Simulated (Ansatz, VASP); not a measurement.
One calculation of C, two programs

```
CELL_PARAMETERS angstrom
0.00000 1.76605 1.76605
1.76605 0.00000 1.76605
1.76605 1.76605 0.00000
ATOMIC_POSITIONS crystal
C 0.50000 0.50000 0.50000
C 0.75000 0.75000 0.75000
```

Alike in both runs: functional LDA; k mesh 10 × 10 × 10; occupations gaussian, width 0.1 eV; no spin polarisation.

Ansatz relaxed the structure, and its values are those at the end. VASP's run is a single point on that final structure, the one shown.

```csv
,VASP,Ansatz
version,VASP 6.6.1,Ansatz 0.2.0
potentials or method,"VASP PAW LDA potentials, release 64 (C), cutoff 520 eV","scalar-relativistic, plane waves, PAW"
valence electrons in the cell,8,8
```

|  | VASP | Ansatz | Ansatz less VASP |
| --- | --- | --- | --- |
| gap on the k mesh at the Fermi level (eV) | 4.20 | 4.21 | +0.004 |
| least direct gap on the mesh (eV) | 5.63 | 5.62 | -0.002 |
| pressure (GPa) | 1.5 | -0.1 | -1.61 |

LDA's correlation is that of Perdew and Zunger in VASP and of Perdew and Wang (1992) in Ansatz.
